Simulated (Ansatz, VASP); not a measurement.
Two plane-wave programs on CaIn2As2

```xyz
10
Lattice="4.2076 0.0000 0.0000 -2.1038 3.6439 0.0000 0.0000 0.0000 17.9800" Properties=species:S:1:pos:R:3 pbc="T T T"
In    0.0000    2.4293    3.0922
In    2.1038    1.2146   12.0822
In    0.0000    2.4293    5.8978
In    2.1038    1.2146   14.8878
As    0.0000    2.4293   10.8531
As    2.1038    1.2146    1.8631
As    0.0000    2.4293   16.1169
As    2.1038    1.2146    7.1269
Ca    0.0000    0.0000    0.0000
Ca    0.0000    0.0000    8.9900
```

Alike in both runs: task single point; functional r2SCAN; k mesh 7 × 7 × 2; no spin polarisation.

```csv
,VASP,Ansatz
version,VASP 6.6.1,Ansatz 0.2.0
potentials or method,"VASP PAW PBE potentials, release 64 (In_d, As, Ca_sv), cutoff 550 eV",PAW plane waves
occupations,"fermi-dirac, width 0.1 eV",fermi-dirac
valence electrons in the cell,92,132
```

|  | VASP | Ansatz | Ansatz less VASP |
| --- | --- | --- | --- |
| pressure (GPa) | -1.3 | -1.3 | -0.07 |
| rms of the force components (eV/Å) | 0.040 | 0.043 | +0.0034 |

VASP's potentials were made for PBE, not for r2SCAN. Atom by atom the forces differ by 0.004 eV/Å (rms over components). VASP's potentials hold 92 valence electrons a cell and Ansatz's 132, so a difference there can come from the potentials and not from the codes. Ansatz's warnings: structure snapped to symmetry.
